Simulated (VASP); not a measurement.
CsO: single point with LDA

CsO:

```xyz
4
Lattice="-2.0530 3.0543 3.9464 2.0530 -3.0543 3.9464 2.0530 3.0543 -3.9464" Properties=species:S:1:pos:R:3 pbc="T T T"
Cs    0.0000    0.0000    1.9732
Cs    0.0000    0.0000    5.9196
O     0.0000    3.7873    0.0000
O     0.0000    2.3212    0.0000
```

This cell differs from its parent crystal: strain -0.050 along x and y, +0.050 along z.

```
Program             : VASP 6.6.1
Task                : single point
Functional          : LDA
Potentials or basis : VASP PAW LDA potentials, release 64 (Cs_sv, O)
Cutoff              : 520 eV
k mesh              : 8 × 8 × 8
Occupations         : gaussian, width 0.05 eV
Spin                : no spin polarisation
```

```
Pressure               : -1.5 GPa
Largest force          : 0.270 eV/Å
Band gap on the k mesh : 1.51 eV (least direct gap 1.70 eV)
```

Forces in eV/Å, atoms in the order of the input:
```
Cs   0.000  0.000  0.231
Cs   0.000  0.000 -0.231
O    0.000  0.270  0.000
O    0.000 -0.270  0.000
```

Stress tensor (GPa, compression positive):
```
-0.67  0.00  0.00
 0.00  0.71  0.00
 0.00  0.00 -4.57
```

Levels at points of the mesh, in eV from the valence-band top:
```tsv
k point	band 11	band 12	band 13	band 14	band 15	band 16	band 17	band 18	band 19	band 20
(0.00, 0.00, 0.00)	-5.60	-4.20	-4.07	-0.63	0.00	1.70	2.25	2.61	3.27	4.92
(0.50, 0.00, 0.00)	-5.50	-4.10	-4.00	-0.51	-0.44	2.27	3.21	3.71	5.26	5.57
(0.00, 0.50, 0.00)	-5.38	-3.90	-3.68	-0.91	-0.38	2.78	3.67	5.00	5.25	5.36
(0.50, 0.50, 0.00)	-5.50	-3.87	-3.86	-0.91	-0.84	2.51	2.93	3.42	3.87	5.87
(0.50, 0.50, 0.50)	-5.35	-4.33	-3.86	-0.85	-0.36	1.51	3.15	3.94	4.01	4.40
```

Run time: 2.4 min on 1 thread of AMD EPYC 9R45 (Zen 5) (shared host), peak memory 0.28 GiB.

Caveat: the cell differs from its parent crystal (strain -0.050 along x and y, +0.050 along z); the stress differs along the axes, from -5 to 1 GPa; spin-orbit coupling is left out, which moves the levels of the heavy elements. A k mesh can miss the band edges.
